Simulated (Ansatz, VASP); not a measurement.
## Two plane-wave programs on BN

The input POSCAR:

```
BN
1.0
    0.0000000000      1.8048254650      1.7867772104
    1.8048254650      0.0000000000      1.7867772104
    1.8048254650      1.8048254650      0.0000000000
B N
1 1
Direct
    0.0000000000      0.0000000000      0.0000000000
    0.2500000000      0.2500000000      0.2500000000
```

The input INCAR.step1:

```
SYSTEM = BN
PREC     = Accurate       ! precision mode
ENCUT    = 520            ! plane-wave cutoff, eV
ISMEAR   = 0              ! smearing method
SIGMA    = 0.01           ! smearing width, eV
LREAL    = .False.        ! projectors in reciprocal space
LASPH    = .True.         ! aspherical terms in the spheres
NELM     = 100            ! most SCF steps
NBANDS   = 11             ! bands
GGA      = PE             ! functional
ALGO     = Normal         ! electronic algorithm
EDIFF    = 1E-4           ! SCF threshold, eV
LWAVE    = .True.         ! write WAVECAR
LCHARG   = .False.        ! write CHGCAR
```

The input INCAR.step2:

```
SYSTEM = BN
PREC     = Accurate       ! precision mode
ENCUT    = 520            ! plane-wave cutoff, eV
EDIFF    = 1E-6           ! SCF threshold, eV
ISMEAR   = 0              ! smearing method
SIGMA    = 0.01           ! smearing width, eV
LREAL    = .False.        ! projectors in reciprocal space
LASPH    = .True.         ! aspherical terms in the spheres
NELM     = 100            ! most SCF steps
ALGO     = Normal         ! electronic algorithm
ISIF     = 2              ! what is computed and relaxed
LWAVE    = .False.        ! write WAVECAR
LCHARG   = .False.        ! write CHGCAR
METAGGA  = R2SCAN         ! meta-GGA
LMIXTAU  = .True.       
NBANDS   = 11             ! bands
ISTART   = 1
```

KPOINTS

```
Automatic mesh
0
Gamma
  12 12 12
  0 0 0
```

Input for Ansatz:

```yaml
crystal:
  lattice:
    - [0.0, 1.804825465, 1.7867772104]
    - [1.804825465, 0.0, 1.7867772104]
    - [1.804825465, 1.804825465, 0.0]
  atoms:
    - { symbol: B, position: [0.0, 0.0, 0.0] }
    - { symbol: "N", position: [0.25, 0.25, 0.25] }
kpoints:
  mp_grid: { grid: [12, 12, 12] }
  band_path:
    path:
      - [0.0, 0.0, 0.0]
      - [-0.5, -0.5, 0.0]
      - [-0.375, -0.375, 0.25]
      - [-0.375, 0.0, 0.375]
      - [0.0, 0.0, 0.5]
      - [-0.5, -0.25, 0.25]
    npoints: 1
hamiltonian:
  xc: r2scan
scf:
  occupations: { method: fixed }
  n_extra_bands: 4
output:
  forces: true
  stress: true
  eigenvalues: true
```

Change from the starting cell: uniaxial_z strain -1.0%.

Alike in both runs: task single point; functional r2SCAN; k mesh 12 × 12 × 12; no spin polarisation.

|  | VASP | Ansatz |
| --- | --- | --- |
| version | VASP 6.6.1 | Ansatz 0.2.0 |
| potentials or method | VASP PAW PBE potentials, release 64 (B, N) | plane waves, PAW |
| plane-wave cutoff (eV) | 520 | 500 |
| occupations | gaussian, width 0.01 eV | fixed |
| valence electrons in the cell | 8 | 8 |

|  | VASP | Ansatz | Ansatz less VASP |
| --- | --- | --- | --- |
| gap on the k mesh at the Fermi level (eV) | 4.81 | 4.83 | +0.022 |
| pressure (GPa) | 5.2 | 4.0 | -1.16 |
| traceless stress, the component that is largest in VASP (GPa) | 4.31 | 4.32 | +0.012 |

VASP's potentials were made for PBE, not for r2SCAN.
